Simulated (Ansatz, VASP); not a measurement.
# Two plane-wave programs on ZnCd2Se2S

```
Zn Cd Se S
1.0
     5.19275    0.00000    0.00000
     0.00000    5.19275    0.00000
     0.00000    0.00000    5.59311
Zn Cd Se S
1 2 2 1
Direct
  0.00000 0.00000 0.50000
  0.00000 0.50000 0.00000
  0.50000 0.00000 0.00000
  0.50000 0.50000 0.26253
  0.50000 0.50000 0.73747
  0.00000 0.00000 0.00000
```

Change from the starting cell: species swapped into the PrSi2Mo2C type (P4/mmm, No. 123).

Alike in both runs: functional PBE; k mesh 4 × 4 × 4; occupations gaussian, width 0.1 eV; no spin polarisation.

Ansatz relaxed the structure, and its values are those at the end. VASP's run is a single point on that final structure, the one shown.

|  | VASP | Ansatz |
| --- | --- | --- |
| version | VASP 6.6.1 | Ansatz 0.2.0 |
| potentials or method | VASP PAW PBE potentials, release 64 (Zn, Cd, Se, S), cutoff 520 eV | scalar-relativistic, plane waves, PAW |
| valence electrons in the cell | 54 | 90 |

```tsv
	VASP	Ansatz	Ansatz less VASP
gap on the k mesh at the Fermi level (eV)	none	none	-
pressure (GPa)	0.2	0.0	-0.24
rms of the force components (eV/Å)	0.004	0.003	-0.0009
```

A gap of «none» marks a metal or a gap that the smearing closes. VASP's potentials hold 54 valence electrons a cell and Ansatz's 90, so a difference there can come from the potentials and not from the codes.
